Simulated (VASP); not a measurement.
Input of a VASP 6.6.1 run:

The input INCAR:

```
SYSTEM = CoO
ALGO = Normal
EDIFF = 1E-7
ENCUT = 520
GGA = PE
ISIF = 2
ISMEAR = -1
ISPIN = 2
LASPH = .True.
LCHARG = .False.
LMAXMIX = 4
LORBIT = 11
LREAL = .False.
LWAVE = .False.
MAGMOM = 2 0
NBANDS = 18
NELM = 150
PREC = Accurate
SIGMA = 0.05
```

File KPOINTS:

```
k-points
0
Gamma
  12 12 12
  0 0 0
```

Contents of POSCAR:

```
CoO
1.0
   -1.5080004400      1.5080004400      2.1072503600
    1.5080004400     -1.5080004400      2.1072503600
    1.5080004400      1.5080004400     -2.1072503600
Co O
1 1
Direct
    0.0000000000      0.0000000000      0.0000000000
    0.5000000000      0.5000000000      0.0000000000
```

Potentials or basis: VASP PAW PBE potentials, release 64 (Co, O).

The run is started by

```bash
$ cat potpaw_PBE.64/Co/POTCAR potpaw_PBE.64/O/POTCAR > POTCAR
$ mpirun -np 1 vasp_std > vasp.out
```

(1) Predict the net moment.

(2) Predict the site moments.

(3) Estimate the pressure.

Results:

(1) 2.88 μB per cell.

(2) Co +2.54; O +0.29 μB.

(3) -0.5 GPa.

Caveat: a cell with one magnetic atom can't hold antiferromagnetic order, which such compounds often take.
